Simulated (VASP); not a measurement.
# Bi2Te3: single point with PBE

The system is Bi2Te3, a slab with vacuum.

```
Bi Te
1.0
     4.46881    0.00000    0.00000
    -2.23441    3.87011    0.00000
     0.00000    0.00000   32.46592
Bi Te
4 6
Direct
  0.66667 0.33333 0.23101
  0.00000 0.00000 0.46539
  0.33333 0.66667 0.53461
  0.66667 0.33333 0.76899
  0.00000 0.00000 0.28619
  0.33333 0.66667 0.34820
  0.66667 0.33333 0.41020
  0.66667 0.33333 0.58980
  0.00000 0.00000 0.65180
  0.33333 0.66667 0.71380
```

```json
{"Program": "VASP 6.6.1", "Task": "single point", "Functional": "PBE", "Potentials or basis": "VASP PAW PBE potentials, release 64 (Bi_d, Te)", "Cutoff": "520 eV", "k mesh": "9 × 9 × 1", "Occupations": "gaussian, width 0.1 eV", "Spin": "no spin polarisation", "Dipole correction": "no", "Further INCAR settings": "ALGO = Normal; EDIFF = 1e-07; NBANDS = 59"}
```

| Item | Value |
| --- | --- |
| Largest force | 0.336 eV/Å |
| Band gap on the k mesh | zero (band 48 reaches 2.07 eV, above the bottom of band 49 at 1.94 eV) |

Forces in eV/Å, atoms in the order of the input:
```
Bi   0.000  0.000  0.336
Bi   0.000  0.000 -0.163
Bi   0.000  0.000  0.163
Bi   0.000  0.000 -0.336
Te   0.000  0.000 -0.324
Te   0.000  0.000 -0.041
Te   0.000  0.000  0.147
Te   0.000  0.000 -0.147
Te   0.000  0.000  0.041
Te   0.000  0.000  0.324
```

Levels at points of the mesh, in eV from the Fermi level:
```csv
k point,band 46,band 47,band 48,band 49,band 50,band 51
"(0.00, 0.00, 0.00)",-0.43,-0.39,-0.39,-0.19,0.57,0.57
```

It took 17 min on 1 thread of Intel(R) Xeon(R) 6975P-C (Granite Rapids), with other jobs on the host, peak memory 0.84 GiB.

Caveat: spin-orbit coupling is left out, which moves the levels of the heavy elements.
